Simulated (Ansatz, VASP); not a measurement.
# AlFe: VASP beside Ansatz

```
Al Fe
1.0
     2.95771    0.00000    0.00000
     0.00000    2.95771    0.00000
     0.00000    0.00000    2.95771
Al Fe
1 1
Direct
  0.00000 0.00000 0.00000
  0.50000 0.50000 0.50000
```

Change from the starting cell: volume scaled by 1.05, PAW files.

Alike in both runs: task single point; functional PBE; k mesh 11 × 11 × 11; occupations fermi-dirac, width 0.1 eV; collinear spin.

```csv
,VASP,Ansatz
version,VASP 6.6.1,Ansatz 0.2.0
potentials or method,"VASP PAW PBE potentials, release 64 (Al, Fe)","PAW with Ansatz's default frozen-core files, scalar-relativistic"
plane-wave cutoff (eV),520,420
valence electrons in the cell,11,19
```

|  | VASP | Ansatz | Ansatz less VASP |
| --- | --- | --- | --- |
| pressure (GPa) | -12.2 | -12.2 | +0.01 |
| net moment per atom (μB) | 0.38 | 0.38 | 0.000 |
| size of the moment on the site where the two differ most (μB) | 0.03 | 0.04 | +0.009 |

Site moments also hang on the region over which each program counts them. VASP's potentials hold 11 valence electrons a cell and Ansatz's 19, so a difference there can come from the potentials and not from the codes.
